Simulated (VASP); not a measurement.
Runs of VASP 6.6.1 on InO. The structure is that of space group P-6m2 (No. 187), or close to it. The cells are those of the table. 

| cell | gap on the mesh (eV) | largest force (eV/Å) |
| --- | --- | --- |
| a = 3.430, b = 3.430, c = 15.771 Å, angles 90.0, 90.0, 120.0°, 4 atoms | 0.38 | 0.15 |
| a = 3.476, b = 3.476, c = 15.982 Å, angles 90.0, 90.0, 120.0°, 4 atoms | 0.34 | 0.17 |
| a = 3.499, b = 3.499, c = 16.086 Å, angles 90.0, 90.0, 120.0°, 4 atoms | 0.32 | (a) |
| a = 3.383, b = 3.383, c = 15.553 Å, angles 90.0, 90.0, 120.0°, 4 atoms | 0.43 | 0.54 |
| a = 3.521, b = 3.521, c = 16.188 Å, angles 90.0, 90.0, 120.0°, 4 atoms | 0.31 | 0.45 |
| a = 3.407, b = 3.407, c = 15.663 Å, angles 90.0, 90.0, 120.0°, 4 atoms | 0.40 | (b) |
| a = 3.454, b = 3.454, c = 15.877 Å, angles 90.0, 90.0, 120.0°, 4 atoms | (c) | 0.01 |

Alike in all rows: task single point; level PBE; potentials or basis VASP PAW PBE potentials, release 64 (In_d, O); no spin polarisation; k mesh 9 × 9 × 2; cutoff (eV) 520; smearing fermi-dirac 0.05 eV.

Question: Estimate the missing entries.

Answer: (a) 0.31; (b) 0.34; (c) 0.36.

Caveats: spin-orbit coupling is left out, which moves the levels of the heavy elements.

A k mesh can miss the band edges, and the runs leave out spin-orbit coupling on In.
